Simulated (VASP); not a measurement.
Write the native input for VASP 6.6.1 that does the following.

```yaml
Task: single point
Functional: LDA
Potentials_or_basis: VASP PAW LDA potentials, release 64 (Mn_pv, O)
Cutoff: 520 eV
k_mesh: 3 × 3 × 4
Occupations: fermi-dirac, width 0.02 eV
Spin: collinear spin, ferrimagnetic start
Starting_moments: "[4.5, 4.5, -4.5, 4.5, 4.5, -4.5, 0.0, 0.0, 0.0, 0.0, 0.0, 0.0, 0.0, 0.0] μB"
Hubbard_terms: Mn d U = 3.9 eV
Dipole_correction: no
Further_INCAR_settings: ALGO = Normal; EDIFF = 1e-07; NBANDS = 80
```

The structure of Mn3O4 lies in POSCAR:

```
Mn3O4
1.0
   -2.8795000000      2.8795000000      4.7300000000
    2.8795000000     -2.8795000000      4.7300000000
    2.8795000000      2.8795000000     -4.7300000000
Mn O
6 8
Direct
    0.0000000000      0.0000000000      0.0000000000
    0.7500000000      0.2500000000      0.5000000000
    0.8750000000      0.6250000000      0.2500000000
    0.3750000000      0.6250000000      0.2500000000
    0.3750000000      0.6250000000      0.7500000000
    0.3750000000      0.1250000000      0.7500000000
    0.6040000000      0.3840000000      0.2200000000
    0.1340000000      0.4140000000      0.2800000000
    0.1640000000      0.3840000000      0.7800000000
    0.1340000000      0.8540000000      0.7200000000
    0.1460000000      0.8660000000      0.2800000000
    0.6160000000      0.3960000000      0.7800000000
    0.5860000000      0.8660000000      0.7200000000
    0.6160000000      0.8360000000      0.2200000000
```

The input as run:

INCAR

```
PREC = Accurate
ENCUT = 520
EDIFF = 1E-7
ISMEAR = -1
SIGMA = 0.02
LREAL = F
LASPH = T
NELM = 150
ALGO = Normal
ISIF = 2
LWAVE = F
LCHARG = F
ISPIN = 2
MAGMOM = 4.5 4.5 -4.5 4.5 4.5 -4.5 0 0 0 0 0 0 0 0
LORBIT = 11
LMAXMIX = 4
LDAU = T
LDAUTYPE = 2
LDAUL = 2 -1
LDAUU = 3.9 0
LDAUJ = 0 0
LDAUPRINT = 1
GGA = CA
NBANDS = 80
```

KPOINTS

```
regular mesh
0
Gamma
  3 3 4
```

Potentials or basis: VASP PAW LDA potentials, release 64 (Mn_pv, O).

Command:

```sh
$ cat potpaw_LDA.64/Mn_pv/POTCAR potpaw_LDA.64/O/POTCAR > POTCAR
$ mpirun -np 1 vasp_std > vasp.out
```

Results of the run:

| Item | Value |
| --- | --- |
| Pressure | -3.6 GPa |
| Largest force | 0.395 eV/Å |
| Band gap on the k mesh | 1.34 eV (least direct gap 1.40 eV) |
| Net moment | 10.00 μB per cell |
| Site moments | Mn +4.51, -3.68, +3.81 (each value once); O -0.02, +0.06 (each value once) μB |
| Valence electrons inside the program's atomic spheres | Mn 11.39, 11.56 (each value once); O 5.01 |

Caveat: the cell stands under tension; an odd mesh through Γ misses points on the zone boundary, where band edges can lie.

Wall time 9.9 min on 1 thread of Intel(R) Xeon(R) Platinum 8259CL CPU @ 2.50GHz (Skylake/Cascade Lake), with other jobs on the host, peak memory 0.41 GiB.
